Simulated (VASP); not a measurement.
# Li (P6_3/mmc) in VASP: a series of runs

Runs on Li. Level: LDA. Tasks: single point.

Everything below comes from runs of VASP 6.6.1. Logs are shortened: lines on timing, memory, paths and dates and some standing lists are left out, and cuts for length are marked.

### 1 The cell of the first run

Symmetry: P6_3/mmc, No. 194, hexagonal system. The conventional cell has a = 3.088 Å, b = 3.088 Å, c = 5.006 Å, α = 90.00°, β = 90.00°, γ = 120.00°. Li (site symmetry -6m2) has 12 Li at 3.07 to 3.09 Å within 4.0 Å.

### 2 Single point, LDA

INCAR reads:

```
PREC = Accurate
ENCUT = 520
EDIFF = 1E-6
ISMEAR = 1
SIGMA = 0.2
LREAL = False
LASPH = True
NELM = 60
ALGO = Normal
ISIF = 2
LWAVE = False
LCHARG = False
NBANDS = 10
```

KPOINTS reads:

```
Automatic mesh
0
Gamma
  4 4 2
```

POSCAR reads:

```
Li
1.0
    3.0884312184      0.0000000000      0.0000000000
   -1.5442156092      2.6746648258      0.0000000000
    0.0000000000      0.0000000000      5.0060584211
Li
2
Direct
    0.3333333333      0.6666666667      0.2500000000
    0.6666666667      0.3333333333      0.7500000000
```

Potentials or basis: VASP PAW LDA potentials, release 64 (Li_sv).

Command:

```sh
> cat potpaw_LDA.64/Li_sv/POTCAR > POTCAR
> mpirun -np 1 vasp_std > vasp.out
```

OUTCAR:

```text
PREC = Accurate
   ENCUT = 520
   EDIFF = 1E-6
   ISMEAR = 1
   LREAL = False
   LASPH = True
   NELM = 60
   ISIF = 2

 ion  position               nearest neighbor table
   1  0.333  0.667  0.250-
   2  0.667  0.333  0.750-

  LATTYP: Found a hexagonal cell.
 ALAT       =     3.0884312184
 C/A-ratio  =     1.6209065597

  Lattice vectors:

 A1 = (   3.0884312184,   0.0000000000,   0.0000000000)
 A2 = (  -1.5442156092,   2.6746648258,   0.0000000000)
 A3 = (   0.0000000000,   0.0000000000,   5.0060584211)

Analysis of symmetry for initial positions (statically):
=====================================================================
 Subroutine PRICEL returns:
 Original cell was already a primitive cell.

 Routine SETGRP: Setting up the symmetry group for a
 hexagonal supercell.

 Subroutine GETGRP returns: Found 24 space group operations
 (whereof 12 operations were pure point group operations)
 out of a pool of 24 trial point group operations.

The static configuration has the point symmetry D_3d.
 The point group associated with its full space group is D_6h.

Analysis of symmetry for dynamics (positions and initial velocities):
=====================================================================
 Subroutine PRICEL returns:
 Original cell was already a primitive cell.

 Routine SETGRP: Setting up the symmetry group for a
 hexagonal supercell.

 Subroutine GETGRP returns: Found 24 space group operations
 (whereof 12 operations were pure point group operations)
 out of a pool of 24 trial point group operations.

The dynamic configuration has the point symmetry D_3d.
 The point group associated with its full space group is D_6h.

 Subroutine INISYM returns: Found 24 space group operations
 (whereof 12 operations are pure point group operations),
 and found     1 'primitive' translations

----------------------------------------------------------------------------------------

                                     Primitive cell

  volume of cell :      41.3526

  direct lattice vectors                    reciprocal lattice vectors
     3.088431218  0.000000000  0.000000000     0.323788982  0.186939311  0.000000000
    -1.544215609  2.674664826  0.000000000     0.000000000  0.373878622  0.000000000
     0.000000000  0.000000000  5.006058421     0.000000000  0.000000000  0.199757956

  length of vectors
     3.088431218  3.088435490  5.006058421     0.373879139  0.373878622  0.199757956

  position of ions in fractional coordinates (direct lattice)
     0.333333333  0.666666667  0.250000000
     0.666666667  0.333333333  0.750000000

  ion indices of the primitive-cell ions
   primitive index   ion index
                 1           1
                 2           2

----------------------------------------------------------------------------------------

 KPOINTS: Automatic mesh

Automatic generation of k-mesh.
 Grid dimensions read from file:
 generate k-points for:    4    4    2

 Generating k-lattice:

  Cartesian coordinates                     Fractional coordinates (reciprocal lattice)
     0.080947245  0.046734828  0.000000000     0.250000000  0.000000000  0.000000000
     0.000000000  0.093469656  0.000000000     0.000000000  0.250000000  0.000000000
     0.000000000  0.000000000  0.099878978     0.000000000  0.000000000  0.500000000

  Length of vectors
     0.093469785  0.093469656  0.099878978

  Shift w.r.t. Gamma in fractional coordinates (k-lattice)
     0.000000000  0.000000000  0.000000000

 Subroutine IBZKPT returns following result:
 ===========================================

 Found      8 irreducible k-points:

 Following reciprocal coordinates:
            Coordinates               Weight
  0.000000  0.000000  0.000000      1.000000
  0.250000  0.000000  0.000000      6.000000
  0.500000  0.000000  0.000000      3.000000
  0.250000  0.250000  0.000000      6.000000
  0.000000  0.000000  0.500000      1.000000
  0.250000  0.000000  0.500000      6.000000
  0.500000  0.000000  0.500000      3.000000
  0.250000  0.250000  0.500000      6.000000
   k-points           NKPTS =      8   k-points in BZ     NKDIM =      8   number of bands    NBANDS=     10
   number of dos      NEDOS =    301   number of ions     NIONS =      2
   total plane-waves  NPLWV =  23040
   dimension x,y,z NGX =    24 NGY =   24 NGZ =   40
   dimension x,y,z NGXF=    48 NGYF=   48 NGZF=   80
   ions per type =               2
   NGX,Y,Z   is equivalent  to a cutoff of  12.92, 12.92, 13.28 a.u.
   NGXF,Y,Z  is equivalent  to a cutoff of  25.84, 25.84, 26.57 a.u.
 SYSTEM =  unknown system
   PREC   = accura    normal or accurate (medium, high low for compatibility)
   ISTART =      0    job   : 0-new  1-cont  2-samecut
   ICHARG =      2    charge: 1-file 2-atom 10-const
   ISPIN  =      1    spin polarized calculation?
   LNONCOLLINEAR =      F non collinear calculations
   LSORBIT =      F    spin-orbit coupling
   LASPH  =      T    aspherical Exc in radial PAW
   ENCUT  =  520.0 eV  38.22 Ry    6.18 a.u.   5.74  5.74  9.31*2*pi/ulx,y,z
   NELM   =     60;   NELMIN=  2; NELMDL= -5     # of ELM steps
   EDIFF  = 0.1E-05   stopping-criterion for ELM
   LREAL  =      F    real-space projection
   EDIFFG = 0.1E-04   stopping-criterion for IOM
   NSW    =      0    number of steps for IOM
   IBRION =     -1    ionic relax: 0-MD 1-quasi-New 2-CG
   NFREE  =      0    steps in history (QN), initial steepest desc. (CG)
   ISIF   =      2    stress and relaxation
   ISYM   =      2    0-nonsym 1-usesym 2-fastsym
   POTIM  = 0.5000    time-step for ionic-motion
   TEBEG  =    0.0;   TEEND  =   0.0 temperature during run
   PSTRESS=    0.0 pullay stress
   NELECT =       6.0000    total number of electrons
   NUPDOWN=      -1.0000    fix difference up-down
   EMIN   =  10.00;   EMAX   =-10.00  energy-range for DOS
   EFERMI =   0.00;   METHOD = LEGACY
   ISMEAR =     1;   SIGMA  =   0.20  broadening in eV -4-tet -1-fermi 0-gaus
   EFERMI_NEDOS =   21; number of points for ismear=-14 and -15
   IALGO  =     38    algorithm
   IMIX   =      4    mixing-type and parameters
     AMIX     =   0.40;   BMIX     =  1.00
     AMIX_MAG =   1.60;   BMIX_MAG =  1.00
  volume/ion in A,a.u.               =      20.68       139.53
  Fermi-wavevector in a.u.,A,eV,Ry     =   0.860249  1.625635 10.068697  0.740028
  Thomas-Fermi vector in A             =   1.977725
   LORBIT       =      0    0 simple, 1 ext, 2 COOP (PROOUT), +10 PAW based schemes
   GGA     = CA    functional components
   LHFCALC =     F    Hartree Fock is set to
   AEXX    =    0.0000 exact exchange contribution
   IVDW    =     0    specifies the selected vdW correction
   LEPSILON=     F    determine dielectric tensor
   LRPA    =     F    only Hartree local field effects (RPA)
 non-spin polarized calculation
 Methfessel and Paxton  Order N= 1 SIGMA  =   0.20
  energy-cutoff  :      520.00
  volume of cell :       41.35
 maximum number of plane-waves:      1126
 NGX is ok and might be reduce to    24
   NGX = 11   NGY = 11   NGZ = 19

 number of electron       5.9999994 magnetization

 Free energy of the ion-electron system (eV)
  ---------------------------------------------------
  ext. energy  EPLUGINS =         0.00000000
  ---------------------------------------------------
  free energy    TOTEN  =        -4.07822758 eV

  energy without entropy =       -4.07755512  energy(sigma->0) =       -4.07800343

 E-fermi :   0.9355     XC(G=0):  -7.0943

 val. band max:        0.5693339000   @ k =   0.0000   0.0000   0.0000
 cond. band min:       1.0474315359   @ k =   0.2500   0.2500   0.5000
 fundamental gap:      0.4780976360
 Fermi energy:         0.9354721595

 k-point     1 :       0.0000    0.0000    0.0000
  band No.  band energies     occupation
      1     -45.1333      2.00000
      2     -45.1143      2.00000
      3      -2.9249      2.00000
      4       0.5693      2.02656
      5       3.5011     -0.00000
      6      12.5445      0.00000
      7      12.5446      0.00000
      8      13.9544      0.00000
      9      13.9544      0.00000
     10      14.6881      0.00000

 k-point     2 :       0.2500    0.0000    0.0000
  band No.  band energies     occupation
      1     -45.1250      2.00000
      2     -45.1109      2.00000
      3      -1.9585      2.00000
      4       1.8497     -0.00000
      5       3.6905     -0.00000
      6       7.6703      0.00000
      7       9.8878      0.00000
      8      11.8413      0.00000
      9      12.0799      0.00000
     10      13.7541      0.00000

 k-point     3 :       0.5000    0.0000    0.0000
  band No.  band energies     occupation
      1     -45.1151      2.00000
      2     -45.1089      2.00000
      3       0.4509      2.00324
      4       1.5550     -0.00011
      5       5.1301      0.00000
      6       6.3442      0.00000
      7       6.7005      0.00000
      8       8.3406      0.00000
      9       8.6829      0.00000
     10      12.7868      0.00000

 k-point     4 :       0.2500    0.2500    0.0000
  band No.  band energies     occupation
      1     -45.1151      2.00000
      2     -45.1089      2.00000
      3      -0.0111      2.00000
      4       3.6101     -0.00000
      5       4.2514     -0.00000
      6       4.3619     -0.00000
      7       6.9610      0.00000
      8       8.8807      0.00000
      9      10.6204      0.00000
     10      11.0044      0.00000

 k-point     5 :       0.0000    0.0000    0.5000
  band No.  band energies     occupation
      1     -45.1239      2.00000
      2     -45.1239      2.00000
      3      -1.8259      2.00000
      4      -1.8259      2.00000
      5       8.4842      0.00000
      6       8.4842      0.00000
      7      13.4374      0.00000
      8      13.4374      0.00000
      9      13.4374      0.00000
     10      13.4374      0.00000

 k-point     6 :       0.2500    0.0000    0.5000
  band No.  band energies     occupation
      1     -45.1180      2.00000
      2     -45.1180      2.00000
      3      -0.8430      2.00000
      4      -0.8430      2.00000
      5       7.8610      0.00000
      6       7.8610      0.00000
      7       9.9912      0.00000
      8       9.9912      0.00000
      9      11.2172      0.00000
     10      11.2172      0.00000

 k-point     7 :       0.5000    0.0000    0.5000
  band No.  band energies     occupation
      1     -45.1120      2.00000
      2     -45.1120      2.00000
      3       1.2012     -0.06803
      4       1.2012     -0.06803
      5       3.9996     -0.00000
      6       3.9996     -0.00000
      7      10.0496      0.00000
      8      10.0496      0.00000
      9      11.4544      0.00000
     10      11.4544      0.00000

 k-point     8 :       0.2500    0.2500    0.5000
  band No.  band energies     occupation
      1     -45.1119      2.00000
      2     -45.1119      2.00000
      3       1.0474      0.19769
      4       1.0474      0.19769
      5       5.0921      0.00000
      6       5.0921      0.00000
      7       7.3438      0.00000
      8       7.3438      0.00000
      9      11.5434      0.00000
     10      11.5434      0.00000

------------------------ aborting loop because EDIFF is reached ----------------------------------------

  FORCE on cell =-STRESS in cart. coord.  units (eV):
  Direction    XX          YY          ZZ          XY          YZ          ZX
  --------------------------------------------------------------------------------------
  -------------------------------------------------------------------------------------
  Total       -0.2480003     -0.2480012     -0.5599732      0.0000000     -0.0000000      0.0000000
  in kB       -9.6085891     -9.6086245    -21.6957488      0.0000000     -0.0000000      0.0000000
  external PRESSURE =     -13.6376541 kB  Pullay stress =       0.0000000 kB

 VOLUME and BASIS-vectors are now :
 -----------------------------------------------------------------------------
  energy-cutoff  :      520.00
  volume of cell :       41.35
      direct lattice vectors                 reciprocal lattice vectors
     3.088431218  0.000000000  0.000000000     0.323788982  0.186939311  0.000000000
    -1.544215609  2.674664826  0.000000000     0.000000000  0.373878622  0.000000000
     0.000000000  0.000000000  5.006058421     0.000000000  0.000000000  0.199757956

 POSITION                                       TOTAL-FORCE (eV/Angst)
 -----------------------------------------------------------------------------------
     -0.00000      1.78311      1.25151         0.000000     -0.000000      0.000000
      1.54422      0.89155      3.75454        -0.000000      0.000000      0.000000
 -----------------------------------------------------------------------------------
    total drift:                               -0.000000      0.000000     -0.000000

  FREE ENERGIE OF THE ION-ELECTRON SYSTEM (eV)
  ---------------------------------------------------
  free  energy   TOTEN  =        -4.0782275791 eV

  energy  without entropy=       -4.0775551170  energy(sigma->0) =       -4.07800343
```

Wall time 2.4 s (1 thread of Intel Xeon Platinum 8488C (Sapphire Rapids), shared host); peak memory 0.13 GiB.

What came out:

| Item | Value |
| --- | --- |
| Free energy | -4.0782 eV |
| Band gap on the k mesh | zero (band 3 reaches 1.20 eV, above the bottom of band 4 at -1.83 eV) |

Caveat: the k points lie up to 0.63 Å⁻¹ apart; the cutoff is under 1.25 times the usual one of these potentials, so pressure, stress and relaxed cells hold a basis-set (Pulay) error.

### 3 Single point, LDA

This run uses another cell than the first one, of 20.37 Å³/atom, 0.985 times its volume.

INCAR reads:

```
SYSTEM = Li
PREC = Accurate ; ENCUT = 520
EDIFF = 1E-7 ; ISMEAR = 1
SIGMA = 0.2 ; LREAL = .False.
LASPH = .True. ; NELM = 80
ALGO = Normal ; ISIF = 2
LWAVE = .False. ; LCHARG = .True.
LELF = .True. ; LVHAR = .True.
NBANDS = 10
```

KPOINTS reads:

```
Automatic mesh
0
Gamma
  4 4 2
  0 0 0
```

POSCAR reads:

```
Li
1.0
    3.0777143083      0.0000000000      0.0000000000
   -1.5388571542      2.6653836922      0.0000000000
    0.0000000000      0.0000000000      4.9659904039
Li
2
Direct
    0.3333333333      0.6666666667      0.2500000000
    0.6666666667      0.3333333333      0.7500000000
```

Potentials or basis: VASP PAW LDA potentials, release 64 (Li_sv).

Command:

```sh
> cat potpaw_LDA.64/Li_sv/POTCAR > POTCAR
> mpirun -np 1 vasp_std > vasp.out
```

Run time: 3.9 s. Hardware: 1 thread of Intel Xeon Platinum 8488C (Sapphire Rapids), shared host; peak memory 0.12 GiB.

It converged, with:

```yaml
Free_energy: -4.0837 eV
Band_gap_on_the_k_mesh: zero (band 3 reaches 1.24 eV, above the bottom of band 4 at -1.79 eV)
```

Levels at points of the mesh, in eV from the Fermi level:
| k point | band 1 | band 2 | band 3 | band 4 | band 5 | band 6 | band 7 |
| --- | --- | --- | --- | --- | --- | --- | --- |
| (0.00, 0.00, 0.00) | -46.05 | -46.02 | -3.88 | -0.35 | 2.65 | 11.68 | 11.68 |
| (0.50, 0.00, 0.00) | -46.03 | -46.02 | -0.50 | 0.63 | 4.24 | 5.47 | 5.86 |
| (0.00, 0.00, 0.50) | -46.04 | -46.04 | -2.77 | -2.77 | 7.70 | 7.70 | 12.59 |
| (0.50, 0.00, 0.50) | -46.02 | -46.02 | 0.26 | 0.26 | 3.10 | 3.10 | 9.18 |

Caveat: the k points lie up to 0.63 Å⁻¹ apart; the cutoff is under 1.25 times the usual one of these potentials, so pressure, stress and relaxed cells hold a basis-set (Pulay) error.
